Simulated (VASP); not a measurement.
# Hf (I4/mmm) in VASP: further runs

The runs below take Hf through single point, with PBEsol.

All numbers are computed with VASP 6.6.1; they aren't measurements. Logs are shortened: lines on timing, memory, paths and dates and some standing lists are left out, and cuts for length are marked.

### Step 1. The cell of the first run

Symmetry: I4/mmm, No. 139, tetragonal system. Conventional cell: a = 3.791 Å, b = 3.791 Å, c = 3.429 Å, α = 90.00°, β = 90.00°, γ = 90.00°. Within 4.2 Å of Hf (site symmetry 4/mmm) lie 14 Hf at 3.18 to 3.79 Å.

### Step 2. Single point, PBEsol (strain +0.050 along x and y, -0.050 along z)

Contents of INCAR:

```
SYSTEM = Hf
ALGO = Normal
EDIFF = 1E-7
ENCUT = 520
GGA = PS
ISIF = 2
ISMEAR = 0
LASPH = .TRUE.
LCHARG = .FALSE.
LREAL = .FALSE.
LWAVE = .FALSE.
NBANDS = 11
NELM = 100
PREC = Accurate
SIGMA = 0.15
```

Contents of KPOINTS:

```
k-points
0
G
  18 18 18
  0 0 0
```

Contents of POSCAR:

```
Hf
1.0
   -1.8952500000      1.8952500000      1.7147500000
    1.8952500000     -1.8952500000      1.7147500000
    1.8952500000      1.8952500000     -1.7147500000
Hf
1
Direct
    0.0000000000      0.0000000000      0.0000000000
```

Potentials or basis: VASP PAW PBE potentials, release 64 (Hf_pv).

Launch:

```
> cat potpaw_PBE.64/Hf_pv/POTCAR > POTCAR
> mpirun -np 1 vasp_std > vasp.out
```

OUTCAR:

```text
SYSTEM = Hf
   EDIFF = 1E-7
   ENCUT = 520
   GGA = PS
   ISIF = 2
   ISMEAR = 0
   LASPH = .TRUE.
   LREAL = .FALSE.
   NELM = 100
   PREC = Accurate

 ion  position               nearest neighbor table
   1  0.000  0.000  0.000-

  LATTYP: Found a body centered tetragonal cell.
 ALAT       =     3.7905000000
 C/A-ratio  =     0.9047619048

  Lattice vectors:

 A1 = (  -1.8952500000,   1.8952500000,   1.7147500000)
 A2 = (   1.8952500000,  -1.8952500000,   1.7147500000)
 A3 = (   1.8952500000,   1.8952500000,  -1.7147500000)

Analysis of symmetry for initial positions (statically):
=====================================================================
 Subroutine PRICEL returns:
 Original cell was already a primitive cell.

 Routine SETGRP: Setting up the symmetry group for a
 body centered tetragonal supercell.

 Subroutine GETGRP returns: Found 16 space group operations
 (whereof 16 operations were pure point group operations)
 out of a pool of 16 trial point group operations.

The static configuration has the point symmetry D_4h.

Analysis of symmetry for dynamics (positions and initial velocities):
=====================================================================
 Subroutine PRICEL returns:
 Original cell was already a primitive cell.

 Routine SETGRP: Setting up the symmetry group for a
 body centered tetragonal supercell.

 Subroutine GETGRP returns: Found 16 space group operations
 (whereof 16 operations were pure point group operations)
 out of a pool of 16 trial point group operations.

The dynamic configuration has the point symmetry D_4h.

 Subroutine INISYM returns: Found 16 space group operations
 (whereof 16 operations are pure point group operations),
 and found     1 'primitive' translations

----------------------------------------------------------------------------------------

                                     Primitive cell

  volume of cell :      24.6373

  direct lattice vectors                    reciprocal lattice vectors
    -1.895250000  1.895250000  1.714750000     0.000000000  0.263817438  0.291587695
     1.895250000 -1.895250000  1.714750000     0.263817438  0.000000000  0.291587695
     1.895250000  1.895250000 -1.714750000     0.263817438  0.263817438  0.000000000

  length of vectors
     3.181872513  3.181872513  3.181872513     0.393221343  0.393221343  0.373094199

  position of ions in fractional coordinates (direct lattice)
     0.000000000  0.000000000  0.000000000

  ion indices of the primitive-cell ions
   primitive index   ion index
                 1           1

----------------------------------------------------------------------------------------

 KPOINTS: k-points

Automatic generation of k-mesh.
 Grid dimensions read from file:
 generate k-points for:   18   18   18

 Generating k-lattice:

  Cartesian coordinates                     Fractional coordinates (reciprocal lattice)
     0.000000000  0.014656524  0.016199316     0.055555556  0.000000000  0.000000000
     0.014656524  0.000000000  0.016199316     0.000000000  0.055555556  0.000000000
     0.014656524  0.014656524  0.000000000     0.000000000  0.000000000  0.055555556

  Length of vectors
     0.021845630  0.021845630  0.020727456

  Shift w.r.t. Gamma in fractional coordinates (k-lattice)
     0.000000000  0.000000000  0.000000000

 Subroutine IBZKPT returns following result:
 ===========================================

 Found    480 irreducible k-points:

 Following reciprocal coordinates:
            Coordinates               Weight
  0.000000  0.000000  0.000000      1.000000
  0.055556  0.000000 -0.000000      8.000000
  0.111111  0.000000 -0.000000      8.000000
  0.166667  0.000000 -0.000000      8.000000
  0.222222  0.000000  0.000000      8.000000
  0.277778  0.000000 -0.000000      8.000000
[... 16 lines left out ...]
 -0.277778  0.055556  0.000000     16.000000
 -0.222222  0.055556  0.000000     16.000000
 [... further k-points ...]
   k-points           NKPTS =    480   k-points in BZ     NKDIM =    480   number of bands    NBANDS=     11
   number of dos      NEDOS =    301   number of ions     NIONS =      1
   total plane-waves  NPLWV =  13824
   dimension x,y,z NGX =    24 NGY =   24 NGZ =   24
   dimension x,y,z NGXF=    48 NGYF=   48 NGZF=   48
   ions per type =               1
   NGX,Y,Z   is equivalent  to a cutoff of  12.54, 12.54, 12.54 a.u.
   NGXF,Y,Z  is equivalent  to a cutoff of  25.08, 25.08, 25.08 a.u.
 SYSTEM =  Hf
   PREC   = accura    normal or accurate (medium, high low for compatibility)
   ISTART =      0    job   : 0-new  1-cont  2-samecut
   ICHARG =      2    charge: 1-file 2-atom 10-const
   ISPIN  =      1    spin polarized calculation?
   LNONCOLLINEAR =      F non collinear calculations
   LSORBIT =      F    spin-orbit coupling
   LASPH  =      T    aspherical Exc in radial PAW
   ENCUT  =  520.0 eV  38.22 Ry    6.18 a.u.   5.92  5.92  5.92*2*pi/ulx,y,z
   NELM   =    100;   NELMIN=  2; NELMDL= -5     # of ELM steps
   EDIFF  = 0.1E-06   stopping-criterion for ELM
   LREAL  =      F    real-space projection
   EDIFFG = 0.1E-05   stopping-criterion for IOM
   NSW    =      0    number of steps for IOM
   IBRION =     -1    ionic relax: 0-MD 1-quasi-New 2-CG
   NFREE  =      0    steps in history (QN), initial steepest desc. (CG)
   ISIF   =      2    stress and relaxation
   ISYM   =      2    0-nonsym 1-usesym 2-fastsym
   POTIM  = 0.5000    time-step for ionic-motion
   TEBEG  =    0.0;   TEEND  =   0.0 temperature during run
   PSTRESS=    0.0 pullay stress
   NELECT =      10.0000    total number of electrons
   NUPDOWN=      -1.0000    fix difference up-down
   EMIN   =  10.00;   EMAX   =-10.00  energy-range for DOS
   EFERMI =   0.00;   METHOD = LEGACY
   ISMEAR =     0;   SIGMA  =   0.15  broadening in eV -4-tet -1-fermi 0-gaus
   EFERMI_NEDOS =   21; number of points for ismear=-14 and -15
   IALGO  =     38    algorithm
   IMIX   =      4    mixing-type and parameters
     AMIX     =   0.40;   BMIX     =  1.00
     AMIX_MAG =   1.60;   BMIX_MAG =  1.00
  volume/ion in A,a.u.               =      24.64       166.26
  Fermi-wavevector in a.u.,A,eV,Ry     =   1.212114  2.290564 19.989965  1.469221
  Thomas-Fermi vector in A             =   2.347609
   LORBIT       =      0    0 simple, 1 ext, 2 COOP (PROOUT), +10 PAW based schemes
   GGA     = PS    functional components
   LHFCALC =     F    Hartree Fock is set to
   AEXX    =    0.0000 exact exchange contribution
   IVDW    =     0    specifies the selected vdW correction
   LEPSILON=     F    determine dielectric tensor
   LRPA    =     F    only Hartree local field effects (RPA)
 non-spin polarized calculation
 Gauss-broadening in eV      SIGMA  =   0.15
  energy-cutoff  :      520.00
  volume of cell :       24.64
 maximum number of plane-waves:       681
   NGX = 11   NGY = 11   NGZ = 11

 number of electron      10.0000001 magnetization

 Free energy of the ion-electron system (eV)
  ---------------------------------------------------
  ext. energy  EPLUGINS =         0.00000000
  ---------------------------------------------------
  free energy    TOTEN  =       -10.22133131 eV

  energy without entropy =      -10.19800517  energy(sigma->0) =      -10.20966824

 E-fermi :   3.8276     XC(G=0): -10.9580

 val. band max:        3.8260995956   @ k =  -0.2222   0.3333   0.0556
 cond. band min:       3.8313176318   @ k =  -0.2778   0.3333   0.0556
 fundamental gap:      0.0052180362
 Fermi energy:         3.8275712085

 k-point     1 :       0.0000    0.0000    0.0000
  band No.  band energies     occupation
      1     -26.3722      2.00000
      2     -26.3722      2.00000
      3     -26.3574      2.00000
      4      -2.9289      2.00000
      5       4.5968      0.00000
      6       5.6442      0.00000
      7       5.6442      0.00000
      8       6.9569      0.00000
      9       8.3636      0.00000
     10      16.2065      0.00000
     11      16.2065      0.00000

 k-point     2 :       0.0556    0.0000   -0.0000
  band No.  band energies     occupation
      1     -26.3855      2.00000
      2     -26.3784      2.00000
      3     -26.3639      2.00000
      4      -2.8218      2.00000
      5       4.6174      0.00000
      6       5.5985      0.00000
      7       5.6386      0.00000
      8       6.9616      0.00000
      9       8.2612      0.00000
     10      16.4149      0.00000
     11      16.4210      0.00000

 k-point     3 :       0.1111    0.0000   -0.0000
  band No.  band energies     occupation
      1     -26.4376      2.00000
      2     -26.3964      2.00000
      3     -26.3687      2.00000
      4      -2.5080      2.00000
      5       4.5972      0.00000
      6       5.4248      0.00000
      7       5.7240      0.00000
      8       7.0117      0.00000
      9       8.0414      0.00000
     10      16.6622      0.00000
     11      16.9114      0.00000

 k-point     4 :       0.1667    0.0000   -0.0000
  band No.  band energies     occupation
      1     -26.5191      2.00000
      2     -26.4239      2.00000
      3     -26.3733      2.00000
      4      -2.0106      2.00000
      5       4.4168      0.00000
      6       5.0905      0.00000
      7       6.0665      0.00000
      8       7.1708      0.00000
      9       7.8482      0.00000
     10      16.6595      0.00000
     11      17.1643      0.00000
[... 239 lines left out ...]
 k-point    22 :      -0.3333    0.0556    0.0000
  band No.  band energies     occupation
      1     -26.7659      2.00000
      2     -26.5118      2.00000
      3     -26.3894      2.00000
      4      -0.2923      2.00000
      5       3.6711      1.85977
      6       4.1604      0.00170
      7       7.6312      0.00000
      8       7.8971      0.00000
      9       8.1455      0.00000
     10      14.9780      0.00000
     11      16.6441      0.00000

 k-point    23 :      -0.2778    0.0556    0.0000
  band No.  band energies     occupation
      1     -26.6696      2.00000
      2     -26.4752      2.00000
      3     -26.3834      2.00000
      4      -0.9945      2.00000
      5       3.9560      0.22609
      6       4.4572      0.00000
      7       7.0792      0.00000
      8       7.4456      0.00000
      9       7.9373      0.00000
     10      16.0015      0.00000
     11      16.6700      0.00000

 k-point    24 :      -0.2222    0.0556    0.0000
  band No.  band energies     occupation
      1     -26.5724      2.00000
      2     -26.4380      2.00000
      3     -26.3777      2.00000
      4      -1.6726      2.00000
      5       4.2480      0.00007
      6       4.8762      0.00000
      7       6.4706      0.00000
      8       7.0529      0.00000
      9       7.9942      0.00000
     10      16.6477      0.00000
     11      16.9617      0.00000

 [... further k-points ...]
[... 5 lines left out ...]
  --------------------------------------------------------------------------------------
  -------------------------------------------------------------------------------------
  Total       -1.7311379     -1.7311379     -2.2585169      0.0000000     -0.0000000      0.0000000
  in kB     -112.5766824   -112.5766824   -146.8723718      0.0000000     -0.0000000      0.0000000
  external PRESSURE =    -124.0085789 kB  Pullay stress =       0.0000000 kB

 VOLUME and BASIS-vectors are now :
 -----------------------------------------------------------------------------
  energy-cutoff  :      520.00
  volume of cell :       24.64
      direct lattice vectors                 reciprocal lattice vectors
    -1.895250000  1.895250000  1.714750000     0.000000000  0.263817438  0.291587695
     1.895250000 -1.895250000  1.714750000     0.263817438  0.000000000  0.291587695
     1.895250000  1.895250000 -1.714750000     0.263817438  0.263817438  0.000000000

 POSITION                                       TOTAL-FORCE (eV/Angst)
 -----------------------------------------------------------------------------------
      0.00000      0.00000      0.00000         0.000000     -0.000000      0.000000
 -----------------------------------------------------------------------------------
    total drift:                                0.000000      0.000000      0.000000

  FREE ENERGIE OF THE ION-ELECTRON SYSTEM (eV)
  ---------------------------------------------------
  free  energy   TOTEN  =       -10.2213313119 eV

  energy  without entropy=      -10.1980051660  energy(sigma->0) =      -10.20966824
```

Wall time 27 s (1 thread of Intel Xeon 6975P-C (Granite Rapids), shared host); peak memory 0.25 GiB.

What came out:

```
Free energy            : -10.2213 eV
Pressure               : -12.4 GPa
Band gap on the k mesh : zero (bands 5 and 6 overlap by 1.83 eV)
```

Stress tensor (GPa, compression positive):
```
-11.26   0.00   0.00
  0.00 -11.26   0.00
  0.00   0.00 -14.69
```

Caveat: the cell differs from its parent crystal (strain +0.050 along x and y, -0.050 along z); the cell stands under tension; the PAW data sets were made with another functional, which shifts forces and pressure a little; spin-orbit coupling is left out, which moves the levels of the heavy elements.

### Step 3. Single point, PBEsol (strain +0.050 along x and y, -0.025 along z)

Contents of INCAR:

```
SYSTEM = Hf
PREC     = Accurate       ! precision mode
ENCUT    = 520            ! plane-wave cutoff, eV
EDIFF    = 1E-6           ! SCF threshold, eV
ISMEAR   = 0              ! smearing method
SIGMA    = 0.15           ! smearing width, eV
LREAL    = .FALSE.        ! projectors in reciprocal space
LASPH    = .TRUE.         ! aspherical terms in the spheres
NELM     = 60             ! most SCF steps
ALGO     = Normal         ! electronic algorithm
ISIF     = 2              ! what is computed and relaxed
LWAVE    = .FALSE.        ! write WAVECAR
LCHARG   = .FALSE.        ! write CHGCAR
GGA      = PS             ! functional
NBANDS   = 11             ! bands
```

Contents of KPOINTS:

```
Automatic mesh
0
G
  18 18 18
  0 0 0
```

Contents of POSCAR:

```
Hf
1.0
   -1.8952500000      1.8952500000      1.7598750000
    1.8952500000     -1.8952500000      1.7598750000
    1.8952500000      1.8952500000     -1.7598750000
Hf
1
Direct
    0.0000000000      0.0000000000      0.0000000000
```

Potentials or basis: VASP PAW PBE potentials, release 64 (Hf_pv).

Launch:

```
> cat potpaw_PBE.64/Hf_pv/POTCAR > POTCAR
> mpirun -np 1 vasp_std > vasp.out
```

Wall time 27 s (1 thread of Intel Xeon 6975P-C (Granite Rapids), shared host); peak memory 0.24 GiB.

It converged, with:

| Quantity | Value |
| --- | --- |
| Free energy | -10.1584 eV |
| Pressure | -14.0 GPa |
| Band gap on the k mesh | zero (bands 5 and 6 overlap by 1.92 eV) |

Stress tensor (GPa, compression positive):
```
-12.77   0.00   0.00
  0.00 -12.77   0.00
  0.00   0.00 -16.31
```

Levels at points of the mesh, in eV from the Fermi level:
| k point | band 1 | band 2 | band 3 | band 4 | band 5 | band 6 | band 7 | band 8 | band 9 | band 10 |
| --- | --- | --- | --- | --- | --- | --- | --- | --- | --- | --- |
| (0.00, 0.00, 0.00) | -30.30 | -30.30 | -30.29 | -6.66 | 0.92 | 1.66 | 1.66 | 3.28 | 4.27 | 12.38 |
| (0.50, 0.00, 0.00) | -30.83 | -30.48 | -30.31 | -3.01 | -0.58 | 0.83 | 3.66 | 4.89 | 6.53 | 8.60 |
| (0.50, 0.50, 0.00) | -30.84 | -30.45 | -30.28 | -3.17 | 0.18 | 0.43 | 2.98 | 4.17 | 6.43 | 8.36 |
| (0.50, 0.50, 0.50) | -30.70 | -30.70 | -30.62 | -2.19 | -2.05 | 5.76 | 5.76 | 5.80 | 5.80 | 6.01 |

Caveat: the cell differs from its parent crystal (strain +0.050 along x and y, -0.025 along z); the cell stands under tension; the PAW data sets were made with another functional, which shifts forces and pressure a little; spin-orbit coupling is left out, which moves the levels of the heavy elements.
